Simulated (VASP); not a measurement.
Wanted: the native input for a VASP 6.6.1 run.

- Task: single point
- Functional: PBEsol
- Potentials or basis: VASP PAW PBE potentials, release 64 (Ti_sv, N)
- Cutoff: 600 eV
- k mesh: 6 × 6 × 6
- Occupations: gaussian, width 0.1 eV
- Spin: no spin polarisation
- Dipole correction: no
- Further INCAR settings: ALGO = Normal; EDIFF = 1e-06; NBANDS = 16

The structure of TiN (km) lies in POSCAR:

```
TiN
1.0
    0.0000000000      2.1019140068      2.1019140068
    2.1019140068      0.0000000000      2.1019140068
    2.1019140068      2.1019140068      0.0000000000
Ti N
1 1
Direct
    0.0000000000      0.0000000000      0.0000000000
    0.5000000000      0.5000000000      0.5000000000
```

These files were run (other wordings do the same):

INCAR

```
SYSTEM = TiN
PREC = Accurate
ENCUT = 600
EDIFF = 1E-6
ISMEAR = 0
SIGMA = 0.1
LREAL = .FALSE.
LASPH = .TRUE.
NELM = 120
ALGO = Normal
ISIF = 2
LWAVE = .FALSE.
LCHARG = .FALSE.
GGA = PS
NBANDS = 16
GGA_COMPAT = .FALSE.
```

KPOINTS

```
Automatic mesh
0
G
  6 6 6
  0 0 0
```

Potentials or basis: VASP PAW PBE potentials, release 64 (Ti_sv, N).

The run is started by

```console
$ cat potpaw_PBE.64/Ti_sv/POTCAR potpaw_PBE.64/N/POTCAR > POTCAR
$ mpirun -np 1 vasp_std > vasp.out
```

Results of the run:

The pressure is 0.2 GPa.

Caveat: the k points lie up to 0.43 Å⁻¹ apart; the PAW data sets were made with another functional, which shifts forces and pressure a little.

Wall time 5.7 s on 1 thread of Intel(R) Xeon(R) Platinum 8375C CPU @ 2.90GHz (Ice Lake), on a shared host, peak memory 0.14 GiB.
